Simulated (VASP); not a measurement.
# Al (P6/mmm) in VASP: notebook

The runs below take Al through single point, relaxation of cell and atoms, with r2SCAN.

Program: VASP 6.6.1. These are calculated values, not measurements. Logs are shortened: lines on timing, memory, paths and dates and some standing lists are left out, and cuts for length are marked.

### Step 1. The cell of the first run

Symmetry: P6/mmm, No. 191, hexagonal system. The conventional cell has a = 2.753 Å, b = 2.753 Å, c = 2.800 Å, α = 90.00°, β = 90.00°, γ = 120.00°. Al (site symmetry 6/mmm) has 8 Al at 2.75 to 2.80 Å within 3.6 Å.

### Step 2. Single point, r2SCAN

Input file POSCAR:

```
Al
1.0
    2.7527054021      0.0000000000      0.0000000000
   -1.3763527011      2.3839128074      0.0000000000
    0.0000000000      0.0000000000      2.8003859799
Al
1
Direct
    0.0000000000      0.0000000000      0.0000000000
```

Input file INCAR.step1:

```
ALGO     = Normal         # electronic algorithm
EDIFF    = 1E-4           # SCF threshold, eV
ENCUT    = 520            # plane-wave cutoff, eV
GGA      = PE             # functional
ISMEAR   = 0              # smearing method
LASPH    = True           # aspherical terms in the spheres
LCHARG   = False          # write CHGCAR
LREAL    = False          # projectors in reciprocal space
LWAVE    = True           # write WAVECAR
NBANDS   = 8              # bands
NELM     = 60             # most SCF steps
PREC     = Accurate       # precision mode
SIGMA    = 0.1            # smearing width, eV
```

Input file INCAR.step2:

```
ALGO     = Normal         # electronic algorithm
EDIFF    = 1E-6           # SCF threshold, eV
ENCUT    = 520            # plane-wave cutoff, eV
ISIF     = 2              # what is computed and relaxed
ISMEAR   = 0              # smearing method
ISTART   = 1            
LASPH    = True           # aspherical terms in the spheres
LCHARG   = False          # write CHGCAR
LMIXTAU  = True         
LREAL    = False          # projectors in reciprocal space
LWAVE    = False          # write WAVECAR
METAGGA  = R2SCAN         # meta-GGA
NBANDS   = 8              # bands
NELM     = 60             # most SCF steps
PREC     = Accurate       # precision mode
SIGMA    = 0.1            # smearing width, eV
```

Input file KPOINTS:

```
k-points
0
Gamma
  24 24 20
```

Potentials or basis: VASP PAW PBE potentials, release 64 (Al).

Started as:

```
> cat potpaw_PBE.64/Al/POTCAR > POTCAR
> cp INCAR.step1 INCAR
> mpirun -np 1 vasp_std > vasp.out
> cp INCAR.step2 INCAR
> mpirun -np 1 vasp_std > vasp.out
```

OUTCAR:

```text
EDIFF = 1E-6
   ENCUT = 520
   ISIF = 2
   ISMEAR = 0
   ISTART = 1
   LASPH = True
   LREAL = False
   METAGGA = R2SCAN
   NELM = 60
   PREC = Accurate

 ion  position               nearest neighbor table
   1  0.000  0.000  0.000-

  LATTYP: Found a hexagonal cell.
 ALAT       =     2.7527054021
 C/A-ratio  =     1.0173213515

  Lattice vectors:

 A1 = (   2.7527054021,   0.0000000000,   0.0000000000)
 A2 = (  -1.3763527011,   2.3839128074,   0.0000000000)
 A3 = (   0.0000000000,   0.0000000000,   2.8003859799)

Analysis of symmetry for initial positions (statically):
=====================================================================
 Subroutine PRICEL returns:
 Original cell was already a primitive cell.

 Routine SETGRP: Setting up the symmetry group for a
 hexagonal supercell.

 Subroutine GETGRP returns: Found 24 space group operations
 (whereof 24 operations were pure point group operations)
 out of a pool of 24 trial point group operations.

The static configuration has the point symmetry D_6h.

Analysis of symmetry for dynamics (positions and initial velocities):
=====================================================================
 Subroutine PRICEL returns:
 Original cell was already a primitive cell.

 Routine SETGRP: Setting up the symmetry group for a
 hexagonal supercell.

 Subroutine GETGRP returns: Found 24 space group operations
 (whereof 24 operations were pure point group operations)
 out of a pool of 24 trial point group operations.

The dynamic configuration has the point symmetry D_6h.

 Subroutine INISYM returns: Found 24 space group operations
 (whereof 24 operations are pure point group operations),
 and found     1 'primitive' translations

----------------------------------------------------------------------------------------

                                     Primitive cell

  volume of cell :      18.3767

  direct lattice vectors                    reciprocal lattice vectors
     2.752705402  0.000000000  0.000000000     0.363278976  0.209739215  0.000000000
    -1.376352701  2.383912807  0.000000000     0.000000000  0.419478429  0.000000000
     0.000000000  0.000000000  2.800385980     0.000000000  0.000000000  0.357093632

  length of vectors
     2.752705402  2.752705402  2.800385980     0.419478429  0.419478429  0.357093632

  position of ions in fractional coordinates (direct lattice)
     0.000000000  0.000000000  0.000000000

  ion indices of the primitive-cell ions
[... 71 lines left out ...]
   LASPH  =      T    aspherical Exc in radial PAW
   ENCUT  =  520.0 eV  38.22 Ry    6.18 a.u.   5.12  5.12  5.21*2*pi/ulx,y,z
   NELM   =     60;   NELMIN=  2; NELMDL=  0     # of ELM steps
   EDIFF  = 0.1E-05   stopping-criterion for ELM
   LREAL  =      F    real-space projection
   EDIFFG = 0.1E-04   stopping-criterion for IOM
   NSW    =      0    number of steps for IOM
   IBRION =     -1    ionic relax: 0-MD 1-quasi-New 2-CG
   NFREE  =      0    steps in history (QN), initial steepest desc. (CG)
   ISIF   =      2    stress and relaxation
   ISYM   =      2    0-nonsym 1-usesym 2-fastsym
   POTIM  = 0.5000    time-step for ionic-motion
   TEBEG  =    0.0;   TEEND  =   0.0 temperature during run
   PSTRESS=    0.0 pullay stress
   NELECT =       3.0000    total number of electrons
   NUPDOWN=      -1.0000    fix difference up-down
   EMIN   =  10.00;   EMAX   =-10.00  energy-range for DOS
   EFERMI =   0.00;   METHOD = LEGACY
   ISMEAR =     0;   SIGMA  =   0.10  broadening in eV -4-tet -1-fermi 0-gaus
   EFERMI_NEDOS =   21; number of points for ismear=-14 and -15
   IALGO  =     38    algorithm
   IMIX   =      4    mixing-type and parameters
     AMIX     =   0.40;   BMIX     =  1.00
     AMIX_MAG =   1.60;   BMIX_MAG =  1.00
  volume/ion in A,a.u.               =      18.38       124.01
  Fermi-wavevector in a.u.,A,eV,Ry     =   0.894731  1.690797 10.892061  0.800544
  Thomas-Fermi vector in A             =   2.016973
   LORBIT       =      0    0 simple, 1 ext, 2 COOP (PROOUT), +10 PAW based schemes
   METAGGA = R2SCAN    functional components
   LHFCALC =     F    Hartree Fock is set to
   AEXX    =    0.0000 exact exchange contribution
   IVDW    =     0    specifies the selected vdW correction
   LEPSILON=     F    determine dielectric tensor
   LRPA    =     F    only Hartree local field effects (RPA)
 non-spin polarized calculation
 Gauss-broadening in eV      SIGMA  =   0.10
  energy-cutoff  :      520.00
  volume of cell :       18.38
 maximum number of plane-waves:       505
   NGX = 11   NGY = 11   NGZ = 11

 number of electron       3.0000000 magnetization

 Free energy of the ion-electron system (eV)
  ---------------------------------------------------
  ext. energy  EPLUGINS =         0.00000000
  ---------------------------------------------------
  free energy    TOTEN  =        -6.44629353 eV

  energy without entropy =       -6.44440203  energy(sigma->0) =       -6.44534778

 E-fermi :   6.6909     XC(G=0): -10.4323

 val. band max:        6.6807444582   @ k =   0.3750   0.1250   0.3500
 cond. band min:       6.7031009162   @ k =   0.3333   0.2083   0.3000
 fundamental gap:      0.0223564580
 Fermi energy:         6.6908710264

 k-point     1 :       0.0000    0.0000    0.0000
  band No.  band energies     occupation
      1      -4.2376      2.00000
      2      14.3780      0.00000
      3      14.5583      0.00000
      4      20.6110      0.00000
      5      20.6110      0.00000
      6      21.1640      0.00000
      7      21.1640      0.00000
      8      24.7614      0.00000
[... 243 lines left out ...]
 k-point    24 :       0.4583    0.0417    0.0000
  band No.  band energies     occupation
      1       2.0046      2.00000
      2       3.1710      2.00000
      3      13.6463      0.00000
      4      16.4897      0.00000
      5      20.0369      0.00000
      6      21.0232      0.00000
      7      23.5942      0.00000
      8      25.0676      0.00000

 [... further k-points ...]
[... 5 lines left out ...]
  --------------------------------------------------------------------------------------
  -------------------------------------------------------------------------------------
  Total       -0.0243775     -0.0243775     -0.0164323      0.0000000      0.0000000      0.0000000
  in kB       -2.1253578     -2.1253578     -1.4326503      0.0000000      0.0000000      0.0000000
  external PRESSURE =      -1.8944553 kB  Pullay stress =       0.0000000 kB

 VOLUME and BASIS-vectors are now :
 -----------------------------------------------------------------------------
  energy-cutoff  :      520.00
  volume of cell :       18.38
      direct lattice vectors                 reciprocal lattice vectors
     2.752705402  0.000000000  0.000000000     0.363278976  0.209739215  0.000000000
    -1.376352701  2.383912807  0.000000000     0.000000000  0.419478429  0.000000000
     0.000000000  0.000000000  2.800385980     0.000000000  0.000000000  0.357093632

 POSITION                                       TOTAL-FORCE (eV/Angst)
 -----------------------------------------------------------------------------------
      0.00000      0.00000      0.00000        -0.000000      0.000000      0.000000
 -----------------------------------------------------------------------------------
    total drift:                                0.000000      0.000000      0.000000

  FREE ENERGIE OF THE ION-ELECTRON SYSTEM (eV)
  ---------------------------------------------------
  free  energy   TOTEN  =        -6.4462935304 eV

  energy  without entropy=       -6.4444020255  energy(sigma->0) =       -6.44534778
```

OSZICAR.step1:

```text
N       E                     dE             d eps       ncg     rms          rms(c)
DAV:   1    -0.215946047139E+01   -0.21595E+01   -0.85285E+02 10768   0.202E+02
DAV:   2    -0.353777081888E+01   -0.13783E+01   -0.13273E+01 14536   0.180E+01
DAV:   3    -0.354582526022E+01   -0.80544E-02   -0.80491E-02 13808   0.155E+00
DAV:   4    -0.354585188847E+01   -0.26628E-04   -0.26628E-04 15936   0.773E-02
DAV:   5    -0.354585199114E+01   -0.10268E-06   -0.10205E-06 14024   0.296E-03    0.119E+00
DAV:   6    -0.353463047716E+01    0.11222E-01   -0.42931E-03 13968   0.213E-01    0.696E-01
DAV:   7    -0.352782712609E+01    0.68034E-02   -0.95239E-03 13848   0.326E-01    0.991E-02
DAV:   8    -0.352777871248E+01    0.48414E-04   -0.31511E-04 13488   0.794E-02
   1 F= -.35277787E+01 E0= -.35268177E+01  d E =-.192205E-02
```

Wall time 2.3 min (1 thread of Intel Xeon 6975P-C (Granite Rapids), shared host); peak memory 0.19 GiB.

Results:

```
Free energy : -6.4463 eV
Pressure    : -0.2 GPa
```

Levels at points of the mesh, in eV from the Fermi level:
| k point | band 1 | band 2 | band 3 | band 4 | band 5 |
| --- | --- | --- | --- | --- | --- |
| (0.00, 0.00, 0.00) | -10.93 | 7.69 | 7.87 | 13.92 | 13.92 |
| (0.50, 0.00, 0.00) | -4.34 | -3.96 | 8.32 | 8.42 | 13.76 |
| (0.00, 0.00, 0.50) | -6.74 | -5.17 | 16.10 | 16.10 | 17.96 |
| (0.50, 0.00, 0.50) | -1.03 | 0.63 | 0.92 | 2.37 | 11.73 |

Caveat: the PAW data sets were made with another functional, which shifts forces and pressure a little.

[end of part 1 of 2]
